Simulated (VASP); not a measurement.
Cr2PbO3, 6 atoms in the cell. Symmetry: P-4m2, No. 115, tetragonal system. The conventional cell has a = 3.315 Å, b = 3.315 Å, c = 7.317 Å, α = 90.00°, β = 90.00°, γ = 90.00°. Within 3.4 Å of Cr (site symmetry 2mm) lie 7 O at 2.50 to 2.58 Å and 2 Pb at 2.54 Å and 4 Cr at 3.32 Å. Pb (site symmetry -4m2) has 4 O at 2.34 Å and 4 Cr at 2.54 Å within 3.1 Å. Within 3.1 Å of O (site symmetry -4m2) lie 4 Pb at 2.34 Å and 4 Cr at 2.54 Å. Within 3.4 Å of O (site symmetry 2mm) lie 5 Cr at 2.50 to 2.58 Å and 10 O at 2.90 to 3.32 Å and 2 Pb at 3.26 Å. The cell was generated, and may not be a known phase.

* Program: VASP 6.6.1
* Task: relaxation of cell and atoms
* Functional: PBE
* Potentials or basis: VASP PAW PBE potentials, release 64 (Cr_pv, Pb_d, O)
* Cutoff: 600 eV
* k mesh: 4 × 4 × 2
* Occupations: gaussian, width 0.15 eV
* Spin: collinear spin, ferromagnetic start
* Starting moments: [3.0, 3.0, 0.0, 0.0, 0.0, 0.0] μB
* Dipole correction: no
* Further INCAR settings: ALGO = Normal; EDIFF = 1e-06; IBRION = 2; EDIFFG = -0.08; NSW = 36; ISIF = 3

Potentials or basis: VASP PAW PBE potentials, release 64 (Cr_pv, Pb_d, O).

Run with:

```sh
$ cat potpaw_PBE.64/Cr_pv/POTCAR potpaw_PBE.64/Pb_d/POTCAR potpaw_PBE.64/O/POTCAR > POTCAR
$ mpirun -np 1 vasp_std > vasp.out
```

Hardware: 1 thread of Intel(R) Xeon(R) Platinum 8488C (Sapphire Rapids), with other jobs on the host.

Question: How long does it take, and how much memory?

Answer: It took 9.6 min on 1 thread of Intel(R) Xeon(R) Platinum 8488C (Sapphire Rapids) (shared host), peak memory 0.28 GiB. Counts: scf iterations 127, k points 12, ion steps 11.
